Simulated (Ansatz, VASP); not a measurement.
## Two plane-wave programs on Mg2FeH6

```
CELL_PARAMETERS angstrom
0.00000 3.17053 3.17053
3.17053 0.00000 3.17053
3.17053 3.17053 0.00000
ATOMIC_POSITIONS crystal
Mg 0.25000 0.25000 0.25000
Mg 0.75000 0.75000 0.75000
Fe 0.00000 0.00000 0.00000
H 0.75662 0.24338 0.24338
H 0.24338 0.75662 0.24338
H 0.24338 0.75662 0.75662
H 0.75662 0.24338 0.75662
H 0.24338 0.24338 0.75662
H 0.75662 0.75662 0.24338
```

Alike in both runs: functional LDA; k mesh 8 × 8 × 8; occupations gaussian, width 0.02 eV; no spin polarisation.

Ansatz relaxed the structure, and its values are those at the end. VASP's run is a single point on that final structure, the one shown.

|  | VASP | Ansatz |
| --- | --- | --- |
| version | VASP 6.6.1 | Ansatz 0.2.0 |
| potentials or method | VASP PAW LDA potentials, release 64 (Mg, Fe, H), cutoff 520 eV | scalar-relativistic, plane waves, PAW |
| valence electrons in the cell | 18 | 42 |

|  | VASP | Ansatz | Ansatz less VASP |
| --- | --- | --- | --- |
| gap on the k mesh at the Fermi level (eV) | 1.75 | 1.77 | +0.018 |
| least direct gap on the mesh (eV) | 1.75 | 1.77 | +0.018 |
| pressure (GPa) | -3.0 | -2.5 | +0.56 |
| rms of the force components (eV/Å) | 0.018 | 0.000 | -0.0176 |

LDA's correlation is that of Perdew and Zunger in VASP and of Perdew and Wang (1992) in Ansatz. VASP's potentials hold 18 valence electrons a cell and Ansatz's 42, so a difference there can come from the potentials and not from the codes. Ansatz's warnings: stress scf threshold loose.
